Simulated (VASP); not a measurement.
# CO2 (Fm-3m) in VASP: notebook

Runs on CO2. Level: PBEsol. Tasks: single point, relaxation of cell and atoms.

Everything below comes from runs of VASP 6.6.1. Logs are shortened: lines on timing, memory, paths and dates and some standing lists are left out, and cuts for length are marked.

**1. The cell of the first run**

The structure is cubic, space group Fm-3m (No. 225). The conventional cell has a = 4.430 Å, b = 4.430 Å, c = 4.430 Å, α = 90.00°, β = 90.00°, γ = 90.00°. C (site symmetry m-3m) has 8 O at 1.92 Å within 2.5 Å. Within 2.5 Å of O (site symmetry -43m) lie 4 C at 1.92 Å and 6 O at 2.21 Å.

**2. Single point, PBEsol**

Input file INCAR:

```
SYSTEM = CO2
  PREC = Accurate
  ENCUT = 600
  EDIFF = 1E-6
  ISMEAR = 0
  SIGMA = 0.02
  LREAL = .FALSE.
  LASPH = .TRUE.
  NELM = 120
  ALGO = Normal
  ISIF = 2
  LWAVE = .FALSE.
  LCHARG = .TRUE.
  GGA = PS
  LELF = .TRUE.
  LVHAR = .TRUE.
  NBANDS = 15
  GGA_COMPAT = .FALSE.
```

Input file KPOINTS:

```
Automatic mesh
0
G
  8 8 8
  0 0 0
```

Input file POSCAR:

```
CO2
1.0
    0.0000000000      2.2148220477      2.2148220477
    2.2148220477      0.0000000000      2.2148220477
    2.2148220477      2.2148220477      0.0000000000
C O
1 2
Direct
    0.0000000000      0.0000000000      0.0000000000
    0.2500000000      0.2500000000      0.2500000000
    0.7500000000      0.7500000000      0.7500000000
```

Potentials or basis: VASP PAW PBE potentials, release 64 (C, O).

Launch:

```sh
$ cat potpaw_PBE.64/C/POTCAR potpaw_PBE.64/O/POTCAR > POTCAR
$ mpirun -np 1 vasp_std > vasp.out
```

OUTCAR:

```text
SYSTEM = CO2
   PREC = Accurate
   ENCUT = 600
   EDIFF = 1E-6
   ISMEAR = 0
   LREAL = .FALSE.
   LASPH = .TRUE.
   NELM = 120
   ISIF = 2
   GGA = PS

 ion  position               nearest neighbor table
   1  0.000  0.000  0.000-   3 1.92   3 1.92   3 1.92   2 1.92   2 1.92   2 1.92   3 1.92   2 1.92

   2  0.250  0.250  0.250-   1 1.92   1 1.92   1 1.92   1 1.92
   3  0.750  0.750  0.750-   1 1.92   1 1.92   1 1.92   1 1.92

  LATTYP: Found a face centered cubic cell.
 ALAT       =     4.4296440954

  Lattice vectors:

 A1 = (   0.0000000000,   2.2148220477,   2.2148220477)
 A2 = (   2.2148220477,   0.0000000000,   2.2148220477)
 A3 = (   2.2148220477,   2.2148220477,   0.0000000000)

Analysis of symmetry for initial positions (statically):
=====================================================================
 Subroutine PRICEL returns:
 Original cell was already a primitive cell.

 Routine SETGRP: Setting up the symmetry group for a
 face centered cubic supercell.

 Subroutine GETGRP returns: Found 48 space group operations
 (whereof 48 operations were pure point group operations)
 out of a pool of 48 trial point group operations.

The static configuration has the point symmetry O_h .

Analysis of symmetry for dynamics (positions and initial velocities):
=====================================================================
 Subroutine PRICEL returns:
 Original cell was already a primitive cell.

 Routine SETGRP: Setting up the symmetry group for a
 face centered cubic supercell.

 Subroutine GETGRP returns: Found 48 space group operations
 (whereof 48 operations were pure point group operations)
 out of a pool of 48 trial point group operations.

The dynamic configuration has the point symmetry O_h .

 Subroutine INISYM returns: Found 48 space group operations
 (whereof 48 operations are pure point group operations),
 and found     1 'primitive' translations

----------------------------------------------------------------------------------------

                                     Primitive cell

  volume of cell :      21.7293

  direct lattice vectors                    reciprocal lattice vectors
     0.000000000  2.214822048  2.214822048    -0.225751771  0.225751771  0.225751771
     2.214822048  0.000000000  2.214822048     0.225751771 -0.225751771  0.225751771
     2.214822048  2.214822048  0.000000000     0.225751771  0.225751771 -0.225751771

  length of vectors
     3.132231378  3.132231378  3.132231378     0.391013537  0.391013537  0.391013537

  position of ions in fractional coordinates (direct lattice)
     0.000000000  0.000000000  0.000000000
     0.250000000  0.250000000  0.250000000
     0.750000000  0.750000000  0.750000000

  ion indices of the primitive-cell ions
[... 93 lines left out ...]
   IALGO  =     38    algorithm
   IMIX   =      4    mixing-type and parameters
     AMIX     =   0.40;   BMIX     =  1.00
     AMIX_MAG =   1.60;   BMIX_MAG =  1.00
  volume/ion in A,a.u.               =       7.24        48.88
  Fermi-wavevector in a.u.,A,eV,Ry     =   1.478312  2.793604 29.734243  2.185405
  Thomas-Fermi vector in A             =   2.592608
   LORBIT       =      0    0 simple, 1 ext, 2 COOP (PROOUT), +10 PAW based schemes
   GGA     = PS    functional components
   LHFCALC =     F    Hartree Fock is set to
   AEXX    =    0.0000 exact exchange contribution
   IVDW    =     0    specifies the selected vdW correction
   LEPSILON=     F    determine dielectric tensor
   LRPA    =     F    only Hartree local field effects (RPA)
 non-spin polarized calculation
 Gauss-broadening in eV      SIGMA  =   0.02
  energy-cutoff  :      600.00
  volume of cell :       21.73
 maximum number of plane-waves:       740
 NGX is ok and might be reduce to    28
   NGX = 13   NGY = 13   NGZ = 13

 number of electron      15.9999998 magnetization

 Free energy of the ion-electron system (eV)
  ---------------------------------------------------
  ext. energy  EPLUGINS =         0.00000000
  ---------------------------------------------------
  free energy    TOTEN  =       -13.58937045 eV

  energy without entropy =      -13.58882942  energy(sigma->0) =      -13.58909994

 E-fermi :   5.3247     XC(G=0): -12.5569

 val. band max:        5.2563453321   @ k =  -0.3750   0.5000   0.1250
 cond. band min:       5.3296333308   @ k =   0.2500   0.1250   0.0000
 fundamental gap:      0.0732879987
 Fermi energy:         5.3246606492

 k-point     1 :       0.0000    0.0000    0.0000
  band No.  band energies     occupation
      1     -17.3762      2.00000
      2     -10.0513      2.00000
      3       0.7332      2.00000
      4       0.7332      2.00000
      5       0.7332      2.00000
      6       1.3851      2.00000
      7       2.3668      2.00000
      8       2.3668      2.00000
      9       2.3668      2.00000
     10       7.8929      0.00000
     11       7.8929      0.00000
     12       7.8929      0.00000
     13      19.7512      0.00000
     14      23.6902      0.00000
[... 401 lines left out ...]
      2     -13.5491      2.00000
      3      -5.7097      2.00000
      4      -2.2233      2.00000
      5       0.2979      2.00000
      6       0.4124      2.00000
      7       3.8651      2.00000
      8       4.4137      2.00000
      9       6.3826      0.00000
     10       9.9264      0.00000
     11      10.0494      0.00000
     12      10.4110      0.00000
     13      18.3223      0.00000
     14      25.5948      0.00000
     15      27.2262      0.00000

 [... further k-points ...]

------------------------ aborting loop because EDIFF is reached ----------------------------------------

  FORCE on cell =-STRESS in cart. coord.  units (eV):
  Direction    XX          YY          ZZ          XY          YZ          ZX
  --------------------------------------------------------------------------------------
  -------------------------------------------------------------------------------------
  Total       -0.0508824     -0.0508824     -0.0508824     -0.0000000     -0.0000000      0.0000000
  in kB       -3.7517313     -3.7517313     -3.7517313     -0.0000000     -0.0000000      0.0000000
  external PRESSURE =      -3.7517313 kB  Pullay stress =       0.0000000 kB

 VOLUME and BASIS-vectors are now :
 -----------------------------------------------------------------------------
  energy-cutoff  :      600.00
  volume of cell :       21.73
      direct lattice vectors                 reciprocal lattice vectors
     0.000000000  2.214822048  2.214822048    -0.225751771  0.225751771  0.225751771
     2.214822048  0.000000000  2.214822048     0.225751771 -0.225751771  0.225751771
     2.214822048  2.214822048  0.000000000     0.225751771  0.225751771 -0.225751771

 POSITION                                       TOTAL-FORCE (eV/Angst)
 -----------------------------------------------------------------------------------
      0.00000      0.00000      0.00000        -0.000000      0.000000      0.000000
      1.10741      1.10741      1.10741        -0.000000     -0.000000     -0.000000
      3.32223      3.32223      3.32223         0.000000      0.000000      0.000000
 -----------------------------------------------------------------------------------
    total drift:                                0.000000      0.000000      0.000000

  FREE ENERGIE OF THE ION-ELECTRON SYSTEM (eV)
  ---------------------------------------------------
  free  energy   TOTEN  =       -13.5893704497 eV

  energy  without entropy=      -13.5888294230  energy(sigma->0) =      -13.58909994
```

stdout:

```text
POSCAR found type information on POSCAR C O
 POSCAR found :  2 types and       3 ions
 scaLAPACK will be used
 -----------------------------------------------------------------------------
|                                                                             |
|                                                                             |
|     You enforced a specific xc type in the INCAR file but a different       |
|     I HOPE YOU KNOW WHAT YOU ARE DOING!                                     |
|                                                                             |
 -----------------------------------------------------------------------------

 LDA part: xc-table for (Slater+PW92), standard interpolation
 POSCAR, INCAR and KPOINTS ok, starting setup
 FFT: planning ... GRIDC
 FFT: planning ... GRID_SOFT
 FFT: planning ... GRID
 WAVECAR not read
 entering main loop
```

Wall time 13 s (1 thread of Intel Xeon 8259CL, shared host); peak memory 0.15 GiB.

Results:

```yaml
Free_energy: -13.5894 eV
Pressure: -0.4 GPa
Band_gap_on_the_k_mesh: zero (bands 8 and 9 overlap by 3.22 eV)
```

Caveat: the PAW data sets were made with another functional, which shifts forces and pressure a little.

**3. Relaxation of cell and atoms, PBEsol**

This run uses another cell than the first one, of 7.85 Å³/atom.

Input file INCAR:

```
SYSTEM = CO2
ALGO     = Normal         ! electronic algorithm
EDIFF    = 1E-7           ! SCF threshold, eV
EDIFFG   = -0.01          ! ionic threshold
ENCUT    = 600            ! plane-wave cutoff, eV
GGA      = PS             ! functional
GGA_COMPAT= .FALSE.      
IBRION   = 2              ! ionic algorithm
ISIF     = 3              ! what is computed and relaxed
ISMEAR   = 0              ! smearing method
LASPH    = .TRUE.         ! aspherical terms in the spheres
LCHARG   = .FALSE.        ! write CHGCAR
LREAL    = .FALSE.        ! projectors in reciprocal space
LWAVE    = .FALSE.        ! write WAVECAR
NELM     = 120            ! most SCF steps
NELMIN   = 4            
NSW      = 50             ! ionic steps
PREC     = Accurate       ! precision mode
SIGMA    = 0.02           ! smearing width, eV
```

Input file KPOINTS:

```
k-points
0
G
  8 8 8
  0 0 0
```

Input file POSCAR:

```
CO2
1.0
    0.0000000000      2.2750000000      2.2750000000
    2.2750000000      0.0000000000      2.2750000000
    2.2750000000      2.2750000000      0.0000000000
C O
1 2
Direct
    0.0000000000      0.0000000000      0.0000000000
    0.2500000000      0.2500000000      0.2500000000
    0.7500000000      0.7500000000      0.7500000000
```

Potentials or basis: VASP PAW PBE potentials, release 64 (C, O).

Launch:

```sh
$ cat potpaw_PBE.64/C/POTCAR potpaw_PBE.64/O/POTCAR > POTCAR
$ mpirun -np 1 vasp_std > vasp.out
```

OUTCAR:

```text
SYSTEM = CO2
   EDIFF = 1E-7
   EDIFFG = -0.01
   ENCUT = 600
   GGA = PS
   IBRION = 2
   ISIF = 3
   ISMEAR = 0
   LASPH = .TRUE.
   LREAL = .FALSE.
   NELM = 120
   NELMIN = 4
   NSW = 50
   PREC = Accurate

 ion  position               nearest neighbor table
   1  0.000  0.000  0.000-   3 1.97   3 1.97   3 1.97   2 1.97   2 1.97   2 1.97   3 1.97   2 1.97

   2  0.250  0.250  0.250-   1 1.97   1 1.97   1 1.97   1 1.97
   3  0.750  0.750  0.750-   1 1.97   1 1.97   1 1.97   1 1.97

  LATTYP: Found a face centered cubic cell.
 ALAT       =     4.5500000000

  Lattice vectors:

 A1 = (   0.0000000000,   2.2750000000,   2.2750000000)
 A2 = (   2.2750000000,   0.0000000000,   2.2750000000)
 A3 = (   2.2750000000,   2.2750000000,   0.0000000000)

Analysis of symmetry for initial positions (statically):
[... 274 lines left out ...]
      5       0.7607      2.00000
      6       1.4576      2.00000
      7       2.4002      2.00000
      8       2.4002      2.00000
      9       2.4002      2.00000
     10       7.9416      0.00000
     11       7.9416      0.00000
     12       7.9416      0.00000
[... 331 lines left out ...]
 k-point    24 :      -0.3750    0.2500    0.1250
  band No.  band energies     occupation
      1     -13.7277      2.00000
      2     -13.5258      2.00000
      3      -5.6851      2.00000
      4      -2.2067      2.00000
      5       0.3279      2.00000
      6       0.4426      2.00000
      7       3.9057      2.00000
      8       4.4573      2.00000
      9       6.4424      0.00000
     10       9.9836      0.00000
     11      10.1106      0.00000
     12      10.4750      0.00000

 [... further k-points ...]

------------------------ aborting loop because EDIFF is reached ----------------------------------------

  FORCE on cell =-STRESS in cart. coord.  units (eV):
  Direction    XX          YY          ZZ          XY          YZ          ZX
  --------------------------------------------------------------------------------------
  -------------------------------------------------------------------------------------
  Total        0.0219020      0.0219020      0.0219020      0.0000000      0.0000000     -0.0000000
  in kB        1.6203135      1.6203135      1.6203135      0.0000000      0.0000000     -0.0000000
  external PRESSURE =       1.6203135 kB  Pullay stress =       0.0000000 kB
[... 18 lines left out ...]
  FREE ENERGIE OF THE ION-ELECTRON SYSTEM (eV)
  ---------------------------------------------------
  free  energy   TOTEN  =       -13.5965781704 eV

  energy  without entropy=      -13.5959793684  energy(sigma->0) =      -13.59627877

 reached required accuracy - stopping structural energy minimisation
```

OSZICAR:

```text
N       E                     dE             d eps       ncg     rms          rms(c)
DAV:   1     0.642644783784E+02    0.64264E+02   -0.10084E+04   696   0.148E+03
DAV:   2    -0.112335924038E+02   -0.75498E+02   -0.67496E+02   888   0.253E+02
DAV:   3    -0.146318124078E+02   -0.33982E+01   -0.32365E+01   752   0.538E+01
[... 27 lines left out ...]
DAV:   5    -0.135965816019E+02    0.36274E-04   -0.42345E-05   696   0.816E-02    0.115E-02
DAV:   6    -0.135965786466E+02    0.29553E-05   -0.88210E-06   728   0.352E-02    0.379E-03
DAV:   7    -0.135965783387E+02    0.30789E-06   -0.50920E-07   708   0.842E-03    0.170E-03
DAV:   8    -0.135965781935E+02    0.14515E-06   -0.63019E-08   372   0.359E-03    0.286E-04
DAV:   9    -0.135965781704E+02    0.23095E-07   -0.72599E-09   348   0.113E-03
   3 F= -.13596578E+02 E0= -.13596279E+02  d E =-.860004E-01
```

Run time: 26 s. Hardware: 1 thread of Intel Xeon 8259CL, shared host; peak memory 0.15 GiB.

Results:

```yaml
Free_energy: -13.5966 eV
Relaxed_volume: 7.22 Å³/atom
Relaxed_cell: a = 3.129 Å, b = 3.129 Å, c = 3.129 Å, α = 60.00°, β = 60.00°, γ = 60.00°
Space_group_after_relaxing_to_0.1_Å: Fm-3m (No. 225)
Energy_gained_by_relaxing: 28.7 meV/atom
Ionic_steps: 3
Pressure_after_relaxing: 0.2 GPa
Band_gap_on_the_k_mesh: zero (bands 8 and 9 overlap by 3.24 eV)
```

Step by step:
| step | energy change (eV) | largest force (eV/Å) | pressure (GPa) | volume (Å³) |
| --- | --- | --- | --- | --- |
| 1 | 0.0000 | 0.0000 | -13.74 | 23.55 |
| 2 | -0.0828 | 0.0000 | 2.98 | 21.33 |
| 3 | -0.0860 | 0.0000 | 0.16 | 21.66 |

Final structure:
```yaml
crystal:
  lattice:
    - [0.00000, 2.21236, 2.21236]
    - [2.21236, 0.00000, 2.21236]
    - [2.21236, 2.21236, 0.00000]
  atoms:
    - { symbol: C, position: [0.00000, 0.00000, 0.00000] }
    - { symbol: O, position: [0.25000, 0.25000, 0.25000] }
    - { symbol: O, position: [0.75000, 0.75000, 0.75000] }
```

Levels at points of the mesh, in eV from the Fermi level:
```tsv
k point	band 6	band 7	band 8	band 9	band 10	band 11
(0.00, 0.00, 0.00)	-3.92	-2.98	-2.98	-2.98	2.56	2.56
(0.50, 0.00, 0.00)	-4.71	-3.33	-3.33	1.78	4.50	4.50
(0.50, 0.50, 0.00)	-1.16	-0.17	-0.17	0.56	2.79	5.59
```

Caveat: the PAW data sets were made with another functional, which shifts forces and pressure a little.

The gap in the log of VASP goes by the Fermi energy; the results here count the filled bands.